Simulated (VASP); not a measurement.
PbO: single point with PBEsol

PbO:

```xyz
4
Lattice="3.9879 0.0000 0.0000 0.0000 3.9879 0.0000 0.0000 0.0000 5.0767" Properties=species:S:1:pos:R:3 pbc="T T T"
Pb    0.0000    1.9939    1.1843
Pb    1.9939    0.0000    3.8924
O     0.0000    0.0000    0.0000
O     1.9939    1.9939    0.0000
```

```yaml
Program: VASP 6.6.1
Task: single point
Functional: PBEsol
Potentials_or_basis: VASP PAW PBE potentials, release 64 (Pb_d, O)
Cutoff: 520 eV
k_mesh: 8 × 8 × 6
Occupations: gaussian, width 0.02 eV
Spin: no spin polarisation
```

The pressure is 0.1 GPa. The largest force is 0.044 eV/Å and the band gap on the k mesh is 1.24 eV, indirect (least direct gap 2.20 eV).

Forces in eV/Å, atoms in the order of the input:
```
Pb   0.000  0.000  0.044
Pb   0.000  0.000 -0.044
O    0.000  0.000  0.000
O    0.000  0.000  0.000
```

Levels at points of the mesh, in eV from the valence-band top:
| k point | band 17 | band 18 | band 19 | band 20 | band 21 | band 22 | band 23 | band 24 |
| --- | --- | --- | --- | --- | --- | --- | --- | --- |
| (0.00, 0.00, 0.00) | -1.69 | -1.66 | -1.66 | -0.01 | 2.24 | 5.25 | 5.68 | 5.68 |
| (0.50, 0.00, 0.00) | -3.02 | -3.02 | -1.63 | -1.63 | 3.31 | 3.31 | 6.40 | 6.40 |
| (0.50, 0.50, 0.00) | -1.64 | -1.64 | -1.03 | -1.03 | 1.24 | 1.24 | 5.19 | 5.19 |
| (0.00, 0.00, 0.50) | -1.73 | -1.69 | -1.69 | -0.92 | 1.83 | 4.05 | 4.05 | 4.23 |
| (0.50, 0.00, 0.50) | -2.99 | -2.99 | -0.98 | -0.98 | 3.00 | 3.00 | 6.33 | 6.33 |
| (0.50, 0.50, 0.50) | -2.19 | -2.19 | -1.03 | -1.03 | 3.46 | 3.46 | 4.58 | 4.58 |

Wall time 94 s on 1 thread of Intel(R) Xeon(R) Platinum 8259CL CPU @ 2.50GHz (Skylake/Cascade Lake), on a shared host, peak memory 0.25 GiB.

Caveat: the PAW data sets were made with another functional, which shifts forces and pressure a little; spin-orbit coupling is left out, which moves the levels of the heavy elements. A k mesh can miss the band edges.
